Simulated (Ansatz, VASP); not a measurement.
## One calculation of Ti3Al, two programs

File INCAR:

```
SYSTEM = Ti3Al
PREC = Accurate
ENCUT = 520
EDIFF = 1E-6
ISMEAR = 0
SIGMA = 0.15
LREAL = .FALSE.
LASPH = .TRUE.
NELM = 60
ALGO = Fast
ISIF = 2
LWAVE = .FALSE.
LCHARG = .FALSE.
GGA = PS
NBANDS = 28
```

File KPOINTS:

```
Automatic mesh
0
G
  18 18 6
  0 0 0
```

Contents of POSCAR:

```
Ti3Al
1.0
    2.8957824532      0.0000000000      0.0000000000
   -1.4478912266      2.5078211683      0.0000000000
    0.0000000000      0.0000000000      9.1393541757
Ti Al
3 1
Direct
    0.6666666667      0.3333333333      0.0000000000
    0.3333333333      0.6666666667      0.7511761438
    0.3333333333      0.6666666667      0.2488238562
    0.6218070086      0.2436140173      0.5000000000
```

Input for Ansatz:

```yaml
crystal:
  lattice:
    - [2.8957824532, 0.0, 0.0]
    - [-1.4478912266, 2.5078211683, 0.0]
    - [0.0, 0.0, 9.1393541757]
  atoms:
    - { symbol: Ti, position: [0.6666666667, 0.3333333333, 0.0] }
    - { symbol: Ti, position: [0.3333333333, 0.6666666667, 0.7511761438] }
    - { symbol: Ti, position: [0.3333333333, 0.6666666667, 0.2488238562] }
    - { symbol: Al, position: [0.6218070086, 0.2436140173, 0.5] }
basis:
  ecutwfc: 420
kpoints:
  mp_grid: { grid: [18, 18, 6] }
hamiltonian:
  xc: pbesol
scf:
  occupations: { method: gaussian, width: 0.15 }
output:
  forces: true
  stress: true
  eigenvalues: true
  write_density: true
  write_potential: true
  elf: true
  volumetric_format: npy
```

Change from the starting cell: all Al atoms moved -0.225 Å, as atom 4 along Cartesian [0 1 0].

Alike in both runs: task single point; functional PBEsol; k mesh 18 × 18 × 6; occupations gaussian, width 0.15 eV; no spin polarisation.

|  | VASP | Ansatz |
| --- | --- | --- |
| version | VASP 6.6.1 | Ansatz 0.2.0 |
| potentials or method | VASP PAW PBE potentials, release 64 (Ti_sv, Al), cutoff 520 eV | scalar-relativistic, plane waves, PAW |
| valence electrons in the cell | 39 | 39 |

|  | VASP | Ansatz | Ansatz less VASP |
| --- | --- | --- | --- |
| gap on the k mesh at the Fermi level (eV) | none | none | - |
| pressure (GPa) | 0.1 | 0.2 | +0.17 |
| traceless stress, the component that is largest in VASP (GPa) | -1.71 | -1.69 | +0.025 |
| rms of the force components (eV/Å) | 0.216 | 0.215 | -0.0005 |

VASP's potentials were made for PBE, not for PBEsol. Atom by atom the forces differ by 0.005 eV/Å (rms over components). A gap of «none» marks a metal or a gap that the smearing closes.
